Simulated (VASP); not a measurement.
# Cu3GeS4 (I-42m) in VASP: single point with r2SCAN

Aim: the single point of Cu3GeS4 with r2SCAN.

Everything below comes from runs of VASP 6.6.1. Logs are shortened: lines on timing, memory, paths and dates and some standing lists are left out, and cuts for length are marked.

### 1 The cell of the first run

Symmetry: I-42m, No. 121, tetragonal system. The conventional cell has a = 5.222 Å, b = 5.222 Å, c = 10.429 Å, α = 90.00°, β = 90.00°, γ = 90.00°. Cu (site symmetry -42m) has 4 S at 2.27 Å within 3.0 Å. Within 2.9 Å of Cu (site symmetry -4) lie 4 S at 2.22 Å. Ge (site symmetry -42m) has 4 S at 2.33 Å within 3.1 Å. S (site symmetry m) has 3 Cu at 2.22 to 2.27 Å and 1 Ge at 2.33 Å within 2.9 Å.

### 2 Single point, r2SCAN, collinear spin, zero start

Input file POSCAR:

```
Cu3GeS4
1.0
    0.0000000000      5.2223412900      0.0000000000
    5.2223412900      0.0000000000      0.0000000000
    2.6111701500      2.6111701500     -5.2145828300
Cu Ge S
3 1 4
Direct
    0.5000000000      0.5000000000      0.0000000000
    0.7500000000      0.2500000000      0.5000000000
    0.2500000000      0.7500000000      0.5000000000
    0.0000000000      0.0000000000      0.0000000000
    0.3870000000      0.3870000000      0.7360000000
    0.6130000000      0.1230000000      0.2640000000
    0.8770000000      0.8770000000      0.7360000000
    0.1230000000      0.6130000000      0.2640000000
```

Input file INCAR.step1:

```
SYSTEM = Cu3GeS4
ALGO = Normal
EDIFF = 1E-4
ENCUT = 520
GGA = PE
ISMEAR = -1
ISPIN = 2
LASPH = .TRUE.
LCHARG = .FALSE.
LMAXMIX = 4
LREAL = .FALSE.
LWAVE = .TRUE.
MAGMOM = 0 0 0 0 0 0 0 0
NBANDS = 50
NELM = 150
PREC = Accurate
SIGMA = 0.1
```

Input file INCAR.step2:

```
SYSTEM = Cu3GeS4
ALGO = Normal
EDIFF = 1E-6
ENCUT = 520
ISIF = 2
ISMEAR = -1
ISPIN = 2
ISTART = 1
LASPH = .TRUE.
LCHARG = .FALSE.
LMAXMIX = 4
LMIXTAU = .TRUE.
LORBIT = 11
LREAL = .FALSE.
LWAVE = .FALSE.
MAGMOM = 0 0 0 0 0 0 0 0
METAGGA = R2SCAN
NBANDS = 50
NELM = 150
PREC = Accurate
SIGMA = 0.1
```

Input file KPOINTS:

```
k-points
0
G
  5 5 5
  0 0 0
```

Potentials or basis: VASP PAW PBE potentials, release 64 (Cu, Ge_d, S).

Run with:

```console
$ cat potpaw_PBE.64/Cu/POTCAR potpaw_PBE.64/Ge_d/POTCAR potpaw_PBE.64/S/POTCAR > POTCAR
$ cp INCAR.step1 INCAR
$ mpirun -np 1 vasp_std > vasp.out
$ cp INCAR.step2 INCAR
$ mpirun -np 1 vasp_std > vasp.out
```

OUTCAR:

```text
SYSTEM = Cu3GeS4
   EDIFF = 1E-6
   ENCUT = 520
   ISIF = 2
   ISMEAR = -1
   ISPIN = 2
   ISTART = 1
   LASPH = .TRUE.
   LORBIT = 11
   LREAL = .FALSE.
   METAGGA = R2SCAN
   NELM = 150
   PREC = Accurate

 ion  position               nearest neighbor table
   1  0.500  0.500  0.000-   5 2.27   6 2.27   8 2.27   7 2.27
   2  0.750  0.250  0.500-   6 2.22   5 2.22   7 2.22   8 2.22
   3  0.250  0.750  0.500-   8 2.22   5 2.22   7 2.22   6 2.22
   4  0.000  0.000  0.000-   7 2.33   6 2.33   8 2.33   5 2.33
   5  0.387  0.387  0.736-   2 2.22   3 2.22   1 2.27   4 2.33
   6  0.613  0.123  0.264-   2 2.22   3 2.22   1 2.27   4 2.33
   7  0.877  0.877  0.736-   2 2.22   3 2.22   1 2.27   4 2.33
   8  0.123  0.613  0.264-   3 2.22   2 2.22   1 2.27   4 2.33

  LATTYP: Found a body centered tetragonal cell.
 ALAT       =     5.2223412900
 C/A-ratio  =     1.9970287426

  Lattice vectors:

 A1 = (  -2.6111701500,   2.6111711400,   5.2145828300)
 A2 = (   2.6111711400,  -2.6111701500,   5.2145828300)
 A3 = (   2.6111701500,   2.6111701500,  -5.2145828300)

Analysis of symmetry for initial positions (statically):
=====================================================================
 Subroutine PRICEL returns:
 Original cell was already a primitive cell.

 Routine SETGRP: Setting up the symmetry group for a
 body centered tetragonal supercell.

 Subroutine GETGRP returns: Found  8 space group operations
 (whereof  8 operations were pure point group operations)
 out of a pool of 16 trial point group operations.

The static configuration has the point symmetry D_2d.

Analysis of symmetry for dynamics (positions and initial velocities):
=====================================================================
 Subroutine PRICEL returns:
 Original cell was already a primitive cell.

 Routine SETGRP: Setting up the symmetry group for a
 body centered tetragonal supercell.

 Subroutine GETGRP returns: Found  8 space group operations
 (whereof  8 operations were pure point group operations)
 out of a pool of 16 trial point group operations.

The dynamic configuration has the point symmetry D_2d.

Analysis of structural, dynamic, and magnetic symmetry:
=====================================================================
 Subroutine PRICEL returns:
 Original cell was already a primitive cell.

 Routine SETGRP: Setting up the symmetry group for a
 body centered tetragonal supercell.

 Subroutine GETGRP returns: Found  8 space group operations
 (whereof  8 operations were pure point group operations)
 out of a pool of 16 trial point group operations.

The overall configuration has the point symmetry D_2d.

 Subroutine INISYM returns: Found  8 space group operations
 (whereof  8 operations are pure point group operations),
 and found     1 'primitive' translations

----------------------------------------------------------------------------------------

                                     Primitive cell

  volume of cell :     142.2165

  direct lattice vectors                    reciprocal lattice vectors
     0.000000000  5.222341290  0.000000000     0.000000000  0.191484996  0.095884929
     5.222341290  0.000000000  0.000000000     0.191484996  0.000000000  0.095884929
     2.611170150  2.611170150 -5.214582830     0.000000000  0.000000000 -0.191769895

  length of vectors
     5.222341290  5.222341290  6.389702121     0.214150469  0.214150469  0.191769895

  position of ions in fractional coordinates (direct lattice)
     0.500000000  0.500000000  0.000000000
     0.750000000  0.250000000  0.500000000
     0.250000000  0.750000000  0.500000000
     0.000000000  0.000000000  0.000000000
     0.387000000  0.387000000  0.736000000
     0.613000000  0.123000000  0.264000000
     0.877000000  0.877000000  0.736000000
     0.123000000  0.613000000  0.264000000

  ion indices of the primitive-cell ions
[... 54 lines left out ...]
  0.000000  0.000000  0.400000      2.000000
 -0.200000  0.000000  0.400000      4.000000
   k-points           NKPTS =     18   k-points in BZ     NKDIM =     18   number of bands    NBANDS=     50
   number of dos      NEDOS =    301   number of ions     NIONS =      8
   total plane-waves  NPLWV =  76800
   dimension x,y,z NGX =    40 NGY =   40 NGZ =   48
   dimension x,y,z NGXF=    80 NGYF=   80 NGZF=   96
   ions per type =               3   1   4
   NGX,Y,Z   is equivalent  to a cutoff of  12.73, 12.73, 12.49 a.u.
   NGXF,Y,Z  is equivalent  to a cutoff of  25.47, 25.47, 24.98 a.u.
 SYSTEM =  Cu3GeS4
   PREC   = accura    normal or accurate (medium, high low for compatibility)
   ISTART =      1    job   : 0-new  1-cont  2-samecut
   ICHARG =      0    charge: 1-file 2-atom 10-const
   ISPIN  =      2    spin polarized calculation?
   LNONCOLLINEAR =      F non collinear calculations
   LSORBIT =      F    spin-orbit coupling
   LASPH  =      T    aspherical Exc in radial PAW
   ENCUT  =  520.0 eV  38.22 Ry    6.18 a.u.   9.71  9.71 11.88*2*pi/ulx,y,z
   NELM   =    150;   NELMIN=  2; NELMDL=  0     # of ELM steps
   EDIFF  = 0.1E-05   stopping-criterion for ELM
   LREAL  =      F    real-space projection
   EDIFFG = 0.1E-04   stopping-criterion for IOM
   NSW    =      0    number of steps for IOM
   IBRION =     -1    ionic relax: 0-MD 1-quasi-New 2-CG
   NFREE  =      0    steps in history (QN), initial steepest desc. (CG)
   ISIF   =      2    stress and relaxation
   ISYM   =      2    0-nonsym 1-usesym 2-fastsym
   POTIM  = 0.5000    time-step for ionic-motion
   TEBEG  =    0.0;   TEEND  =   0.0 temperature during run
   PSTRESS=    0.0 pullay stress
   NELECT =      71.0000    total number of electrons
   NUPDOWN=      -1.0000    fix difference up-down
   EMIN   =  10.00;   EMAX   =-10.00  energy-range for DOS
   EFERMI =   0.00;   METHOD = LEGACY
   ISMEAR =    -1;   SIGMA  =   0.10  broadening in eV -4-tet -1-fermi 0-gaus
   EFERMI_NEDOS =   21; number of points for ismear=-14 and -15
   IALGO  =     38    algorithm
   IMIX   =      4    mixing-type and parameters
     AMIX     =   0.40;   BMIX     =  1.00
     AMIX_MAG =   1.60;   BMIX_MAG =  1.00
  volume/ion in A,a.u.               =      17.78       119.97
  Fermi-wavevector in a.u.,A,eV,Ry     =   1.298706  2.454199 22.948101  1.686638
  Thomas-Fermi vector in A             =   2.430017
   LORBIT       =     11    0 simple, 1 ext, 2 COOP (PROOUT), +10 PAW based schemes
   METAGGA = R2SCAN    functional components
   LHFCALC =     F    Hartree Fock is set to
   AEXX    =    0.0000 exact exchange contribution
   IVDW    =     0    specifies the selected vdW correction
   LEPSILON=     F    determine dielectric tensor
   LRPA    =     F    only Hartree local field effects (RPA)
 spin polarized calculation
  energy-cutoff  :      520.00
  volume of cell :      142.22
 maximum number of plane-waves:      3852
   NGX = 19   NGY = 19   NGZ = 23

 number of electron      71.0000019 magnetization       0.0000011

 number of electron      71.0000019 magnetization      -0.0000002

 Free energy of the ion-electron system (eV)
  ---------------------------------------------------
  ext. energy  EPLUGINS =         0.00000000
  ---------------------------------------------------
  free energy    TOTEN  =       -81.72625813 eV

  energy without entropy =      -81.61186808  energy(sigma->0) =      -81.66906310

 E-fermi :   5.0459     XC(G=0): -10.9103

 val. band max:        4.9899081492   @ k =   0.4000   0.4000   0.2000
 cond. band min:       5.0762142706   @ k =  -0.4000   0.4000   0.0000
 fundamental gap:      0.0863061214
 Fermi energy:         5.0459397673

 spin component 1

 k-point     1 :       0.0000    0.0000    0.0000
  band No.  band energies     occupation
      1     -21.0574      1.00000
      2     -21.0574      1.00000
      3     -21.0565      1.00000
      4     -21.0195      1.00000
      5     -21.0170      1.00000
      6     -10.4418      1.00000
[... 889 lines left out ...]
     46      12.2116      0.00000
     47      12.6378      0.00000
 Fermi energy:         5.0459397673

 spin component 2

 k-point     1 :       0.0000    0.0000    0.0000
  band No.  band energies     occupation
      1     -21.0574      1.00000
      2     -21.0574      1.00000
      3     -21.0565      1.00000
      4     -21.0195      1.00000
      5     -21.0170      1.00000
      6     -10.4419      1.00000
[... 889 lines left out ...]
     46      12.2116      0.00000
     47      12.6378      0.00000
 [bands above 47 left out]

------------------------ aborting loop because EDIFF is reached ----------------------------------------

  FORCE on cell =-STRESS in cart. coord.  units (eV):
  Direction    XX          YY          ZZ          XY          YZ          ZX
  --------------------------------------------------------------------------------------
  -------------------------------------------------------------------------------------
  Total        0.7355981      0.7355981      0.3449943      0.0000000      0.0000000      0.0000000
  in kB        8.2870722      8.2870722      3.8866229      0.0000000      0.0000004      0.0000004
  external PRESSURE =       6.8202558 kB  Pullay stress =       0.0000000 kB

 VOLUME and BASIS-vectors are now :
 -----------------------------------------------------------------------------
  energy-cutoff  :      520.00
  volume of cell :      142.22
      direct lattice vectors                 reciprocal lattice vectors
     0.000000000  5.222341290  0.000000000     0.000000000  0.191484996  0.095884929
     5.222341290  0.000000000  0.000000000     0.191484996  0.000000000  0.095884929
     2.611170150  2.611170150 -5.214582830     0.000000000  0.000000000 -0.191769895

 POSITION                                       TOTAL-FORCE (eV/Angst)
 -----------------------------------------------------------------------------------
      2.61117      2.61117      0.00000         0.000000      0.000000      0.000000
      2.61117      5.22234     -2.60729         0.000000      0.000000      0.000000
      5.22234      2.61117     -2.60729         0.000000      0.000000      0.000000
      0.00000      0.00000      0.00000         0.000000      0.000000      0.000000
      3.94287      3.94287     -3.83793        -0.377859     -0.377859     -0.898116
      1.33170      3.89064     -1.37665        -0.377859      0.377859      0.898116
      6.50181      6.50181     -3.83793         0.377859      0.377859     -0.898116
      3.89064      1.33170     -1.37665         0.377859     -0.377859      0.898116
 -----------------------------------------------------------------------------------
    total drift:                               -0.000227     -0.000227      0.000301

  FREE ENERGIE OF THE ION-ELECTRON SYSTEM (eV)
  ---------------------------------------------------
  free  energy   TOTEN  =       -81.7262581289 eV

  energy  without entropy=      -81.6118680798  energy(sigma->0) =      -81.66906310

 total charge

# of ion       s       p       d       tot
------------------------------------------
    1        0.399   0.426   9.225  10.051
    2        0.430   0.494   9.219  10.142
    3        0.430   0.494   9.219  10.142
    4        1.096   1.053  10.103  12.253
    5        1.321   2.393   0.000   3.714
    6        1.321   2.393   0.000   3.714
    7        1.321   2.393   0.000   3.714
    8        1.321   2.393   0.000   3.714
--------------------------------------------------
tot          7.638  12.039  37.766  57.443

 magnetization (x)

# of ion       s       p       d       tot
------------------------------------------
    1       -0.000  -0.000  -0.000  -0.000
    2       -0.000  -0.000  -0.000  -0.000
    3       -0.000  -0.000  -0.000  -0.000
    4        0.000   0.000  -0.000   0.000
    5        0.000  -0.000   0.000  -0.000
    6        0.000  -0.000   0.000  -0.000
    7        0.000  -0.000   0.000  -0.000
    8        0.000  -0.000   0.000  -0.000
--------------------------------------------------
tot         -0.000  -0.000  -0.000  -0.000
```

Wall time 29 min (1 thread of Intel Xeon 8259CL, shared host); peak memory 0.47 GiB.

Results:

```
Free energy                                           : -81.7263 eV
Pressure                                              : 0.7 GPa
Largest force                                         : 1.045 eV/Å
Net moment                                            : 0.00 μB per cell
Valence electrons inside the program's atomic spheres : Cu 10.05, 10.14 (each value once); Ge 12.25; S 3.71
```

Forces on the atoms (eV/Å):
```
Cu   0.000  0.000  0.000
Cu   0.000  0.000  0.000
Cu   0.000  0.000  0.000
Ge   0.000  0.000  0.000
S   -0.378 -0.378 -0.898
S   -0.378  0.378  0.898
S    0.378  0.378 -0.898
S    0.378 -0.378  0.898
```

Levels at points of the mesh, in eV from the Fermi level:
Spin up:
| k point | band 34 | band 35 | band 36 | band 37 | band 38 | band 39 |
| --- | --- | --- | --- | --- | --- | --- |
| (0.00, 0.00, 0.00) | 0.50 | 0.50 | 0.53 | 1.08 | 2.64 | 4.17 |
Spin down:
```csv
k point,band 34,band 35,band 36,band 37,band 38,band 39
"(0.00, 0.00, 0.00)",0.50,0.50,0.53,1.08,2.64,4.17
```

Caveat: no moment was typed at the start, so none could form; the PAW data sets were made with another functional, which shifts forces and pressure a little. With open d or f shells a metallic result of r2SCAN can be an artefact of self-interaction; +U or a hybrid may open a gap.
